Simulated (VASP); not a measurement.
# Ag (Cmcm) in VASP: notebook

Runs on Ag. Level: PBEsol. Tasks: single point.

Program: VASP 6.6.1. These are calculated values, not measurements. Logs are shortened: lines on timing, memory, paths and dates and some standing lists are left out, and cuts for length are marked.

## 1. The cell of the first run

Symmetry: Cmcm, No. 63, orthorhombic system. Conventional cell: a = 3.018 Å, b = 4.923 Å, c = 4.790 Å, α = 90.00°, β = 90.00°, γ = 90.00°. Ag (site symmetry m2m) has 12 Ag at 2.89 to 3.02 Å within 3.8 Å.

## 2. Single point, PBEsol (strain +0.0300 x Voigt [1, -1, 0, 0, 0, 0])

INCAR

```
PREC     = Accurate       # precision mode
ENCUT    = 520            # plane-wave cutoff, eV
EDIFF    = 1E-7           # SCF threshold, eV
ISMEAR   = 0              # smearing method
SIGMA    = 0.15           # smearing width, eV
LREAL    = False          # projectors in reciprocal space
LASPH    = True           # aspherical terms in the spheres
NELM     = 80             # most SCF steps
ALGO     = Fast           # electronic algorithm
ISIF     = 2              # what is computed and relaxed
LWAVE    = False          # write WAVECAR
LCHARG   = True           # write CHGCAR
GGA      = PS             # functional
LELF     = True           # ELF
LVHAR    = True         
NBANDS   = 18             # bands
```

KPOINTS

```
Automatic mesh
0
Gamma
  18 18 10
```

POSCAR

```
Ag
1.0
    3.0178980228      0.0000000000      0.0000000000
   -1.5089490114      2.4613291876      0.0000000000
    0.0000000000      0.0000000000      4.7900000000
Ag
2
Direct
    0.3333333333      0.6666666667      0.2500000000
    0.6666666667      0.3333333333      0.7500000000
```

Potentials or basis: VASP PAW PBE potentials, release 64 (Ag).

Run with:

```sh
> cat potpaw_PBE.64/Ag/POTCAR > POTCAR
> mpirun -np 1 vasp_std > vasp.out
```

OUTCAR:

```text
PREC = Accurate
   ENCUT = 520
   EDIFF = 1E-7
   ISMEAR = 0
   LREAL = False
   LASPH = True
   NELM = 80
   ISIF = 2
   GGA = PS

 ion  position               nearest neighbor table
   1  0.333  0.667  0.250-   2 2.90   2 2.90   2 2.95   2 2.95   2 2.95   2 2.95
   2  0.667  0.333  0.750-   1 2.90   1 2.90   1 2.95   1 2.95   1 2.95   1 2.95

  Warning from LATTYP: Monoclinic adjustment (A1->A3, A2->A1, A3->A2)!
  LATTYP: Found a base centered orthorhombic cell.
 ALAT       =     3.0178980228
 B/A-ratio  =     1.6311546441
 C/A-ratio  =     1.5871974347

  Lattice vectors:

 A1 = (   1.5089490114,  -2.4613291876,   0.0000000000)
 A2 = (   1.5089490114,   2.4613291876,   0.0000000000)
 A3 = (   0.0000000000,   0.0000000000,   4.7900000000)

Analysis of symmetry for initial positions (statically):
=====================================================================
 Subroutine PRICEL returns:
 Original cell was already a primitive cell.

 Routine SETGRP: Setting up the symmetry group for a
 base centered orthorhombic supercell.

 Subroutine GETGRP returns: Found  8 space group operations
 (whereof  4 operations were pure point group operations)
 out of a pool of  8 trial point group operations.

The static configuration has the point symmetry C_2h.
 The point group associated with its full space group is D_2h.

Analysis of symmetry for dynamics (positions and initial velocities):
=====================================================================
 Subroutine PRICEL returns:
 Original cell was already a primitive cell.

 Routine SETGRP: Setting up the symmetry group for a
 base centered orthorhombic supercell.

 Subroutine GETGRP returns: Found  8 space group operations
 (whereof  4 operations were pure point group operations)
 out of a pool of  8 trial point group operations.

The dynamic configuration has the point symmetry C_2h.
 The point group associated with its full space group is D_2h.

 Subroutine INISYM returns: Found  8 space group operations
 (whereof  4 operations are pure point group operations),
 and found     1 'primitive' translations

----------------------------------------------------------------------------------------

                                     Primitive cell

  volume of cell :      35.5803

  direct lattice vectors                    reciprocal lattice vectors
     3.017898023  0.000000000  0.000000000     0.331356458  0.203142271  0.000000000
    -1.508949011  2.461329188  0.000000000     0.000000000  0.406284541  0.000000000
     0.000000000  0.000000000  4.790000000     0.000000000  0.000000000  0.208768267

  length of vectors
     3.017898023  2.887051868  4.790000000     0.388669377  0.406284541  0.208768267

  position of ions in fractional coordinates (direct lattice)
     0.333333333  0.666666667  0.250000000
     0.666666667  0.333333333  0.750000000

  ion indices of the primitive-cell ions
   primitive index   ion index
                 1           1
                 2           2

----------------------------------------------------------------------------------------

 KPOINTS: Automatic mesh

Automatic generation of k-mesh.
 Grid dimensions read from file:
 generate k-points for:   18   18   10

 Generating k-lattice:

  Cartesian coordinates                     Fractional coordinates (reciprocal lattice)
     0.018408692  0.011285682  0.000000000     0.055555556  0.000000000  0.000000000
     0.000000000  0.022571363  0.000000000     0.000000000  0.055555556  0.000000000
     0.000000000  0.000000000  0.020876827     0.000000000  0.000000000  0.100000000

  Length of vectors
     0.021592743  0.022571363  0.020876827

  Shift w.r.t. Gamma in fractional coordinates (k-lattice)
     0.000000000  0.000000000  0.000000000

 Subroutine IBZKPT returns following result:
 ===========================================

 Found    546 irreducible k-points:

 Following reciprocal coordinates:
            Coordinates               Weight
  0.000000  0.000000  0.000000      1.000000
  0.055556  0.000000  0.000000      4.000000
  0.111111  0.000000  0.000000      4.000000
  0.166667 -0.000000  0.000000      4.000000
  0.222222  0.000000  0.000000      4.000000
  0.277778 -0.000000  0.000000      4.000000
[... 16 lines left out ...]
 -0.333333  0.055556  0.000000      4.000000
 -0.277778  0.055556  0.000000      4.000000
 [... further k-points ...]
   k-points           NKPTS =    546   k-points in BZ     NKDIM =    546   number of bands    NBANDS=     18
   number of dos      NEDOS =    301   number of ions     NIONS =      2
   total plane-waves  NPLWV =  20736
   dimension x,y,z NGX =    24 NGY =   24 NGZ =   36
   dimension x,y,z NGXF=    48 NGYF=   48 NGZF=   72
   ions per type =               2
   NGX,Y,Z   is equivalent  to a cutoff of  13.22, 13.82, 12.49 a.u.
   NGXF,Y,Z  is equivalent  to a cutoff of  26.44, 27.64, 24.99 a.u.
 SYSTEM =  unknown system
   PREC   = accura    normal or accurate (medium, high low for compatibility)
   ISTART =      0    job   : 0-new  1-cont  2-samecut
   ICHARG =      2    charge: 1-file 2-atom 10-const
   ISPIN  =      1    spin polarized calculation?
   LNONCOLLINEAR =      F non collinear calculations
   LSORBIT =      F    spin-orbit coupling
   LASPH  =      T    aspherical Exc in radial PAW
   ENCUT  =  520.0 eV  38.22 Ry    6.18 a.u.   5.61  5.37  8.91*2*pi/ulx,y,z
   NELM   =     80;   NELMIN=  2; NELMDL= -5     # of ELM steps
   EDIFF  = 0.1E-06   stopping-criterion for ELM
   LREAL  =      F    real-space projection
   EDIFFG = 0.1E-05   stopping-criterion for IOM
   NSW    =      0    number of steps for IOM
   IBRION =     -1    ionic relax: 0-MD 1-quasi-New 2-CG
   NFREE  =      0    steps in history (QN), initial steepest desc. (CG)
   ISIF   =      2    stress and relaxation
   ISYM   =      2    0-nonsym 1-usesym 2-fastsym
   POTIM  = 0.5000    time-step for ionic-motion
   TEBEG  =    0.0;   TEEND  =   0.0 temperature during run
   PSTRESS=    0.0 pullay stress
   NELECT =      22.0000    total number of electrons
   NUPDOWN=      -1.0000    fix difference up-down
   EMIN   =  10.00;   EMAX   =-10.00  energy-range for DOS
   EFERMI =   0.00;   METHOD = LEGACY
   ISMEAR =     0;   SIGMA  =   0.15  broadening in eV -4-tet -1-fermi 0-gaus
   EFERMI_NEDOS =   21; number of points for ismear=-14 and -15
   IALGO  =     68    algorithm
   IMIX   =      4    mixing-type and parameters
     AMIX     =   0.40;   BMIX     =  1.00
     AMIX_MAG =   1.60;   BMIX_MAG =  1.00
  volume/ion in A,a.u.               =      17.79       120.05
  Fermi-wavevector in a.u.,A,eV,Ry     =   1.394695  2.635591 26.465687  1.945173
  Thomas-Fermi vector in A             =   2.518219
   LORBIT       =      0    0 simple, 1 ext, 2 COOP (PROOUT), +10 PAW based schemes
   GGA     = PS    functional components
   LHFCALC =     F    Hartree Fock is set to
   AEXX    =    0.0000 exact exchange contribution
   IVDW    =     0    specifies the selected vdW correction
   LEPSILON=     F    determine dielectric tensor
   LRPA    =     F    only Hartree local field effects (RPA)
 non-spin polarized calculation
 RMM-DIIS sequential band-by-band and
 Gauss-broadening in eV      SIGMA  =   0.15
  energy-cutoff  :      520.00
  volume of cell :       35.58
 maximum number of plane-waves:       976
   NGX = 11   NGY = 11   NGZ = 17

 number of electron      21.9999994 magnetization

 Free energy of the ion-electron system (eV)
  ---------------------------------------------------
  ext. energy  EPLUGINS =         0.00000000
  ---------------------------------------------------
  free energy    TOTEN  =        -6.55053445 eV

  energy without entropy =       -6.54307127  energy(sigma->0) =       -6.54680286

 E-fermi :   7.6416     XC(G=0): -12.1582

 val. band max:        7.6275622221   @ k =  -0.3333   0.1667   0.3000
 cond. band min:       7.6434394735   @ k =   0.5000   0.0000   0.2000
 fundamental gap:      0.0158772514
 Fermi energy:         7.6415676770

 k-point     1 :       0.0000    0.0000    0.0000
  band No.  band energies     occupation
      1       0.1341      2.00000
      2       1.5179      2.00000
      3       2.8649      2.00000
      4       3.0147      2.00000
      5       3.1124      2.00000
      6       3.3767      2.00000
[... 10 lines left out ...]
     17      25.1655      0.00000
     18      26.2880      0.00000

 k-point     2 :       0.0556    0.0000    0.0000
  band No.  band energies     occupation
      1       0.2146      2.00000
      2       1.5638      2.00000
      3       2.8282      2.00000
      4       3.0619      2.00000
      5       3.1200      2.00000
      6       3.4019      2.00000
[... 10 lines left out ...]
     17      25.4399      0.00000
     18      25.7778      0.00000

 k-point     3 :       0.1111    0.0000    0.0000
  band No.  band energies     occupation
      1       0.4493      2.00000
      2       1.6876      2.00000
      3       2.7580      2.00000
      4       3.0886      2.00000
      5       3.2167      2.00000
      6       3.4823      2.00000
[... 10 lines left out ...]
     17      25.2726      0.00000
     18      26.2660      0.00000

 k-point     4 :       0.1667   -0.0000    0.0000
  band No.  band energies     occupation
      1       0.8132      2.00000
      2       1.8396      2.00000
      3       2.7039      2.00000
      4       3.0706      2.00000
      5       3.2385      2.00000
      6       3.4137      2.00000
[... 375 lines left out ...]
      4       3.1960      2.00000
      5       3.2889      2.00000
      6       3.4048      2.00000
[... 10 lines left out ...]
     17      19.8733      0.00000
     18      23.9004      0.00000

 k-point    23 :      -0.3333    0.0556    0.0000
  band No.  band energies     occupation
      1       1.7546      2.00000
      2       1.9119      2.00000
      3       2.4587      2.00000
      4       3.0317      2.00000
      5       3.1803      2.00000
      6       3.2671      2.00000
[... 10 lines left out ...]
     17      21.3770      0.00000
     18      24.3496      0.00000

 k-point    24 :      -0.2778    0.0556    0.0000
  band No.  band energies     occupation
      1       1.4833      2.00000
      2       1.9597      2.00000
      3       2.7402      2.00000
      4       2.7573      2.00000
      5       3.0890      2.00000
      6       3.3440      2.00000
[... 10 lines left out ...]
     17      23.1719      0.00000
     18      24.8809      0.00000

 [... further k-points ...]

------------------------ aborting loop because EDIFF is reached ----------------------------------------

  FORCE on cell =-STRESS in cart. coord.  units (eV):
  Direction    XX          YY          ZZ          XY          YZ          ZX
  --------------------------------------------------------------------------------------
  -------------------------------------------------------------------------------------
  Total       -1.7357442     -1.0347553     -1.3638218      0.0000000      0.0000000      0.0000000
  in kB      -78.1603568    -46.5949066    -61.4127362      0.0000000      0.0000000      0.0000000
  external PRESSURE =     -62.0559999 kB  Pullay stress =       0.0000000 kB

 VOLUME and BASIS-vectors are now :
 -----------------------------------------------------------------------------
  energy-cutoff  :      520.00
  volume of cell :       35.58
      direct lattice vectors                 reciprocal lattice vectors
     3.017898023  0.000000000  0.000000000     0.331356458  0.203142271  0.000000000
    -1.508949011  2.461329188  0.000000000     0.000000000  0.406284541  0.000000000
     0.000000000  0.000000000  4.790000000     0.000000000  0.000000000  0.208768267

 POSITION                                       TOTAL-FORCE (eV/Angst)
 -----------------------------------------------------------------------------------
     -0.00000      1.64089      1.19750         0.000000     -0.054565     -0.000000
      1.50895      0.82044      3.59250         0.000000      0.054565      0.000000
 -----------------------------------------------------------------------------------
    total drift:                               -0.000000      0.000000     -0.000000

  FREE ENERGIE OF THE ION-ELECTRON SYSTEM (eV)
  ---------------------------------------------------
  free  energy   TOTEN  =        -6.5505344491 eV

  energy  without entropy=       -6.5430712654  energy(sigma->0) =       -6.54680286
```

Run time: 1.7 min. Hardware: 1 thread of Intel Xeon 6975P-C (Granite Rapids), shared host; peak memory 0.38 GiB.

What came out:

```
Free energy            : -6.5505 eV
Pressure               : -6.2 GPa
Largest force          : 0.055 eV/Å
Band gap on the k mesh : zero (bands 11 and 12 overlap by 7.13 eV)
```

Forces in eV/Å, atoms in the order of the input:
```
Ag   0.000 -0.055  0.000
Ag   0.000  0.055  0.000
```

Stress tensor (GPa, compression positive):
```
-7.82  0.00  0.00
 0.00 -4.66  0.00
 0.00  0.00 -6.14
```

Levels at points of the mesh, in eV from the Fermi level:
```csv
k point,band 9,band 10,band 11,band 12,band 13,band 14
"(0.00, 0.00, 0.00)",-3.92,-3.06,-2.98,-0.34,3.34,15.33
"(0.50, 0.00, 0.00)",-2.83,-2.81,-0.02,1.27,6.48,6.75
"(0.00, 0.50, 0.00)",-2.82,-2.70,0.41,1.86,7.06,7.33
"(0.00, 0.00, 0.50)",-3.37,-3.37,-3.25,-3.25,10.78,10.78
"(0.50, 0.00, 0.50)",-2.82,-2.82,0.63,0.63,4.11,4.11
"(0.00, 0.50, 0.50)",-2.75,-2.75,1.10,1.10,4.86,4.86
```

Caveat: the cell differs from its parent crystal (strain +0.0300 x Voigt [1, -1, 0, 0, 0, 0]); the cell stands under tension; the PAW data sets were made with another functional, which shifts forces and pressure a little.

## 3. Single point, PBEsol (strain -0.0200 x Voigt [1, -1, 0, 0, 0, 0])

INCAR

```
PREC = Accurate
ENCUT = 520
EDIFF = 1E-7
ISMEAR = 0
SIGMA = 0.15
LREAL = F
LASPH = T
NELM = 60
ALGO = Fast
ISIF = 2
LWAVE = F
LCHARG = F
GGA = PS
NBANDS = 18
```

KPOINTS

```
regular mesh
0
Gamma
  18 18 10
```

POSCAR

```
Ag
1.0
    2.8713981188      0.0000000000      0.0000000000
   -1.4356990594      2.5882018261      0.0000000000
    0.0000000000      0.0000000000      4.7900000000
Ag
2
Direct
    0.3333333333      0.6666666667      0.2500000000
    0.6666666667      0.3333333333      0.7500000000
```

Potentials or basis: VASP PAW PBE potentials, release 64 (Ag).

Run with:

```sh
> cat potpaw_PBE.64/Ag/POTCAR > POTCAR
> mpirun -np 1 vasp_std > vasp.out
```

Run time: 93 s. Hardware: 1 thread of Intel Xeon 6975P-C (Granite Rapids), shared host; peak memory 0.38 GiB.

Results (log left out):

```yaml
Free_energy: -6.5554 eV
Pressure: -6.3 GPa
Largest_force: 0.036 eV/Å
Band_gap_on_the_k_mesh: zero (bands 11 and 12 overlap by 7.21 eV)
```

Forces on the atoms (eV/Å):
```
Ag   0.000  0.036  0.000
Ag   0.000 -0.036  0.000
```

Stress tensor (GPa, compression positive):
```
-5.18  0.00  0.00
 0.00 -7.60  0.00
 0.00  0.00 -6.19
```

Levels at points of the mesh, in eV from the Fermi level:
```tsv
k point	band 8	band 9	band 10	band 11	band 12	band 13	band 14	band 15
(0.00, 0.00, 0.00)	-3.99	-3.92	-3.05	-2.98	-0.33	3.34	15.37	17.36
(0.50, 0.00, 0.00)	-2.88	-2.86	-2.75	0.21	1.59	6.79	7.07	9.14
(0.00, 0.50, 0.00)	-2.93	-2.81	-2.80	-0.08	1.18	6.41	6.68	8.70
(0.00, 0.00, 0.50)	-4.37	-3.35	-3.35	-3.27	-3.27	10.78	10.78	15.76
(0.50, 0.00, 0.50)	-3.07	-2.78	-2.78	0.89	0.89	4.52	4.52	12.92
(0.00, 0.50, 0.50)	-3.07	-2.84	-2.84	0.58	0.58	4.01	4.01	13.62
```

Caveat: the cell differs from its parent crystal (strain -0.0200 x Voigt [1, -1, 0, 0, 0, 0]); the cell stands under tension; the PAW data sets were made with another functional, which shifts forces and pressure a little.

[end of part 1 of 2]
